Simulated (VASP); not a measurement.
# SiTe (P6/mmm) in VASP: a series of runs, part 2 of 2

VASP 6.6.1. The steps go on from the part before.

## Step 3: Relaxation of cell and atoms, RPBE+D3(BJ)

INCAR

```
PREC     = Accurate       # precision mode
ENCUT    = 600            # plane-wave cutoff, eV
EDIFF    = 1E-6           # SCF threshold, eV
ISMEAR   = -1             # smearing method
SIGMA    = 0.05           # smearing width, eV
LREAL    = False          # projectors in reciprocal space
LASPH    = True           # aspherical terms in the spheres
NELM     = 80             # most SCF steps
ALGO     = Normal         # electronic algorithm
ISIF     = 3              # what is computed and relaxed
LWAVE    = False          # write WAVECAR
LCHARG   = False          # write CHGCAR
GGA      = RP             # functional
IVDW     = 12             # dispersion correction
IBRION   = 2              # ionic algorithm
NSW      = 60             # ionic steps
EDIFFG   = -0.01          # ionic threshold
```

KPOINTS

```
Automatic mesh
0
Gamma
  8 8 6
```

POSCAR

```
SiTe
1.0
    3.7143358800      0.0000000000      0.0000000000
   -1.8571679400      3.2167092300      0.0000000000
    0.0000000000      0.0000000000      4.9763725600
Si Te
1 1
Direct
    0.0000000000      0.0000000000      0.5000000000
    0.0000000000      0.0000000000      0.0000000000
```

Potentials or basis: VASP PAW PBE potentials, release 64 (Si, Te).

On the command line:

```console
> cat potpaw_PBE.64/Si/POTCAR potpaw_PBE.64/Te/POTCAR > POTCAR
> mpirun -np 1 vasp_std > vasp.out
```

Run time: 2.8 min. Hardware: 1 thread of Intel Xeon Platinum 8375C at 2.90GHz (Ice Lake), shared host; peak memory 0.23 GiB.

Results (log left out):

```yaml
Free_energy: -10.8270 eV
Relaxed_volume: 18.93 Å³/atom
Relaxed_cell: a = 2.905 Å, b = 2.905 Å, c = 5.180 Å, α = 90.00°, β = 90.00°, γ = 120.00°
Space_group_after_relaxing_to_0.05_Å: P6/mmm (No. 191)
Energy_gained_by_relaxing: 1031.3 meV/atom
Ionic_steps: 17
Pressure_after_relaxing: 0.0 GPa
Band_gap_on_the_k_mesh: zero (band 5 reaches 16.50 eV, above the bottom of band 6 at 8.44 eV)
Dispersion_energy_per_atom: -2.488 eV
```

Stress tensor (GPa, compression positive):
```
-0.04  0.00  0.00
 0.00 -0.04  0.00
 0.00  0.00  0.05
```

The path:
| step | energy change (eV) | largest force (eV/Å) | pressure (GPa) | volume (Å³) |
| --- | --- | --- | --- | --- |
| 1 | 0.0000 | 0.0000 | -8.84 | 59.46 |
| 2 | -1.4181 | 0.0000 | -9.37 | 46.23 |
| 3 | 23.2480 | 0.0000 | 661.20 | 16.91 |
| 4 | -1.7104 | 0.0000 | -8.81 | 44.08 |
| 5 | -0.7739 | 0.0000 | 55.40 | 28.81 |
| 6 | -1.8119 | 0.0000 | 15.52 | 38.29 |
| 7 | -1.9183 | 0.0000 | 29.89 | 39.34 |
| 8 | -2.0081 | 0.0000 | -1.13 | 41.68 |
| 9 | -2.0529 | 0.0000 | 10.02 | 40.79 |
| 10 | -2.0529 | 0.0000 | 0.55 | 38.65 |
| 11 | -2.0615 | 0.0000 | -0.60 | 38.15 |
| 12 | -2.0617 | 0.0000 | -0.63 | 38.25 |
| 13 | -2.0621 | 0.0000 | -0.48 | 38.14 |
| 14 | -2.0625 | 0.0000 | -0.23 | 37.99 |
| 15 | -2.0623 | 0.0000 | 0.40 | 37.69 |
| 16 | -2.0625 | 0.0000 | -0.05 | 37.90 |
| 17 | -2.0626 | 0.0000 | -0.01 | 37.87 |

Final structure:
```yaml
crystal:
  lattice:
    - [2.90543, 0.00000, 0.00000]
    - [-1.45272, 2.51618, 0.00000]
    - [0.00000, 0.00000, 5.17987]
  atoms:
    - { symbol: Si, position: [0.00000, 0.00000, 0.50000] }
    - { symbol: Te, position: [0.00000, 0.00000, 0.00000] }
```

Levels at points of the mesh, in eV from the Fermi level:
```csv
k point,band 1,band 2,band 3,band 4,band 5,band 6,band 7,band 8,band 9
"(0.00, 0.00, 0.00)",-16.38,-9.53,-8.17,5.17,5.17,5.88,7.17,9.26,9.26
"(0.50, 0.00, 0.00)",-11.57,-8.41,-4.61,-4.37,-3.40,0.94,1.19,4.98,5.44
"(0.00, 0.00, 0.50)",-16.09,-11.85,-2.69,-1.43,5.72,5.72,7.72,7.72,10.52
"(0.50, 0.00, 0.50)",-11.23,-8.09,-7.49,-4.72,1.32,1.62,2.41,4.15,5.54
```

Caveat: the volume moved by over 15 % at a fixed basis, so the end points are rough; the PAW data sets were made with another functional, which shifts forces and pressure a little; spin-orbit coupling is left out, which moves the levels of the heavy elements.

## Step 4: Single point, r2SCAN0

POSCAR is that of step 3.

INCAR.step1

```
SYSTEM = SiTe
ALGO     = Normal         ! electronic algorithm
EDIFF    = 1E-5           ! SCF threshold, eV
ENCUT    = 440            ! plane-wave cutoff, eV
GGA      = PE             ! functional
GGA_COMPAT= .False.      
ISIF     = 2              ! what is computed and relaxed
ISMEAR   = -1             ! smearing method
LASPH    = .True.         ! aspherical terms in the spheres
LREAL    = .False.        ! projectors in reciprocal space
LWAVE    = .True.         ! write WAVECAR
NBANDS   = 12             ! bands
NELM     = 120            ! most SCF steps
PREC     = Accurate       ! precision mode
SIGMA    = 0.05           ! smearing width, eV
```

INCAR.step2

```
SYSTEM = SiTe
AEXX     = 0.25           ! exact-exchange fraction
ALGO     = Normal         ! electronic algorithm
EDIFF    = 1E-6           ! SCF threshold, eV
ENCUT    = 440            ! plane-wave cutoff, eV
GGA_COMPAT= .False.      
ISIF     = 2              ! what is computed and relaxed
ISMEAR   = -1             ! smearing method
ISTART   = 1            
LASPH    = .True.         ! aspherical terms in the spheres
LCHARG   = .True.         ! write CHGCAR
LELF     = .True.         ! ELF
LHFCALC  = .True.         ! exact exchange
LMIXTAU  = .True.       
LREAL    = .False.        ! projectors in reciprocal space
LVHAR    = .True.       
LWAVE    = .False.        ! write WAVECAR
METAGGA  = R2SCAN         ! meta-GGA
NBANDS   = 12             ! bands
NELM     = 120            ! most SCF steps
PREC     = Accurate       ! precision mode
PRECFOCK = Normal       
SIGMA    = 0.05           ! smearing width, eV
```

KPOINTS

```
k-points
0
Gamma
  4 4 3
  0 0 0
```

On the command line:

```console
> cat potpaw_PBE.64/Si/POTCAR potpaw_PBE.64/Te/POTCAR > POTCAR
> cp INCAR.step1 INCAR
> mpirun -np 1 vasp_std > vasp.out
> cp INCAR.step2 INCAR
> mpirun -np 1 vasp_std > vasp.out
```

Wall time 2 min (1 thread of AMD EPYC 9R45 (Zen 5), shared host); peak memory 0.14 GiB.

It converged, with:

- Free energy: -27.7724 eV
- Pressure: 0.4 GPa
- Band gap on the k mesh: zero (band 5 reaches 5.73 eV, above the bottom of band 6 at 4.45 eV)

Stress tensor (GPa, compression positive):
```
-1.72  0.00  0.00
 0.00 -1.72  0.00
 0.00  0.00  4.68
```

Levels at points of the mesh, in eV from the Fermi level:
| k point | band 1 | band 2 | band 3 | band 4 | band 5 | band 6 | band 7 | band 8 | band 9 | band 10 |
| --- | --- | --- | --- | --- | --- | --- | --- | --- | --- | --- |
| (0.00, 0.00, 0.00) | -15.09 | -7.43 | -7.13 | 0.33 | 0.33 | 5.54 | 5.89 | 5.89 | 8.72 | 8.72 |
| (0.50, 0.00, 0.00) | -13.72 | -6.18 | -6.15 | -5.38 | -1.96 | 0.37 | 4.49 | 4.52 | 4.86 | 8.99 |

Caveat: the k points lie up to 0.49 Å⁻¹ apart; the PAW data sets were made with another functional, which shifts forces and pressure a little; spin-orbit coupling is left out, which moves the levels of the heavy elements.

## Step 5: Single point, PBEsol

This run uses another cell than the first one, of 23.27 Å³/atom, 0.783 times its volume.

INCAR

```
PREC = Accurate ; ENCUT = 500
EDIFF = 1E-6 ; ISMEAR = -1
SIGMA = 0.05 ; LREAL = F
LASPH = T ; NELM = 120
ALGO = Normal ; ISIF = 2
LWAVE = F ; LCHARG = T
GGA = PS ; LELF = T
LVHAR = T ; NBANDS = 12
GGA_COMPAT = F
```

KPOINTS

```
Automatic mesh
0
Gamma
  8 8 6
```

POSCAR

```
SiTe
1.0
    3.1293550386      0.0000000000      0.0000000000
   -1.5646775193      2.7101009609      0.0000000000
    0.0000000000      0.0000000000      5.4884586396
Si Te
1 1
Direct
    0.0000000000      0.0000000000      0.5000000000
    0.0000000000      0.0000000000      0.0000000000
```

On the command line:

```console
> cat potpaw_PBE.64/Si/POTCAR potpaw_PBE.64/Te/POTCAR > POTCAR
> mpirun -np 1 vasp_std > vasp.out
```

It took 14 s on 1 thread of Intel Xeon Platinum 8259CL at 2.50GHz (Skylake/Cascade Lake), shared host; peak memory 0.17 GiB.

It converged, with:

| Item | Value |
| --- | --- |
| Free energy | -8.1459 eV |
| Pressure | 0.1 GPa |
| Band gap on the k mesh | zero (band 5 reaches 11.71 eV, above the bottom of band 6 at 5.77 eV) |

Stress tensor (GPa, compression positive):
```
0.07 0.00 0.00
0.00 0.07 0.00
0.00 0.00 0.24
```

Levels at points of the mesh, in eV from the Fermi level:
```tsv
k point	band 3	band 4	band 5	band 6	band 7	band 8
(0.00, 0.00, 0.00)	-6.57	3.70	3.70	5.38	7.09	7.09
(0.50, 0.00, 0.00)	-4.71	-3.87	-2.45	0.64	2.11	4.42
(0.00, 0.00, 0.50)	-2.07	-0.82	4.05	4.05	6.14	6.14
(0.50, 0.00, 0.50)	-6.39	-3.55	0.94	1.06	2.06	3.49
```

Caveat: the PAW data sets were made with another functional, which shifts forces and pressure a little; spin-orbit coupling is left out, which moves the levels of the heavy elements.

## Step 6: The runs side by side

| task | level | cell | k mesh | cutoff (eV) | grid for exact exchange (PRECFOCK) | gap on the mesh (eV) | pressure (GPa) | relaxed volume (Å³/atom) |
| --- | --- | --- | --- | --- | --- | --- | --- | --- |
| relaxation of cell and atoms | PBEsol+D4 | relaxed from a = 3.714, b = 3.714, c = 4.976 Å, angles 90.0, 90.0, 120.0°, 2 atoms | 8 × 8 × 6 | 600 | - | none | 0.0 | 22.72 |
| relaxation of cell and atoms | RPBE+D3(BJ) | relaxed from a = 3.714, b = 3.714, c = 4.976 Å, angles 90.0, 90.0, 120.0°, 2 atoms | 8 × 8 × 6 | 600 | - | none | 0.0 | 18.93 |
| single point | r2SCAN0 | a = 3.714, b = 3.714, c = 4.976 Å, angles 90.0, 90.0, 120.0°, 2 atoms | 4 × 4 × 3 | 440 | Normal | none | 0.4 | - |
| single point | PBEsol | a = 3.129, b = 3.129, c = 5.488 Å, angles 90.0, 90.0, 120.0°, 2 atoms | 8 × 8 × 6 | 500 | - | none | 0.1 | - |

Alike in all rows: potentials or basis VASP PAW PBE potentials, release 64 (Si, Te); no spin polarisation; smearing fermi-dirac 0.05 eV.

Caveats: some runs use coarse meshes; the PAW data sets were made with another functional, which shifts forces and pressure a little; spin-orbit coupling is left out, which moves the levels of the heavy elements; the volume moved by over 15 % at a fixed basis, so the end points are rough (some runs).

Total energies depend on the potentials used, so only differences within one code and one set of settings carry meaning.
